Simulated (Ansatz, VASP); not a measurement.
## Two plane-wave programs on In3GaAs4

```xyz
8
Lattice="6.1375 0.0000 0.0000 0.0000 6.1375 0.0000 0.0000 0.0000 6.1375" Properties=species:S:1:pos:R:3 pbc="T T T"
In    3.0688    0.0000    0.0000
In    0.0000    0.0000    3.0688
In    0.0000    3.0688    0.0000
Ga    3.0688    3.0688    3.0688
As    1.5961    4.5414    1.5961
As    1.5961    1.5961    4.5414
As    4.5414    4.5414    4.5414
As    4.5414    1.5961    1.5961
```

Alike in both runs: functional PBE; k mesh 6 × 6 × 6; occupations gaussian, width 0.1 eV; no spin polarisation.

Ansatz relaxed the structure, and its values are those at the end. VASP's run is a single point on that final structure, the one shown.

```csv
,VASP,Ansatz
version,VASP 6.6.1,Ansatz 0.2.0
potentials or method,"VASP PAW PBE potentials, release 64 (In_d, Ga_d, As), cutoff 520 eV","scalar-relativistic, plane waves, PAW"
valence electrons in the cell,72,112
```

```tsv
	VASP	Ansatz	Ansatz less VASP
gap on the k mesh at the Fermi level (eV)	none	none	-
pressure (GPa)	-1.3	-1.4	-0.06
rms of the force components (eV/Å)	0.009	0.007	-0.0025
```

A gap of «none» marks a metal or a gap that the smearing closes. VASP's potentials hold 72 valence electrons a cell and Ansatz's 112, so a difference there can come from the potentials and not from the codes. Ansatz's warnings: stress scf threshold loose.
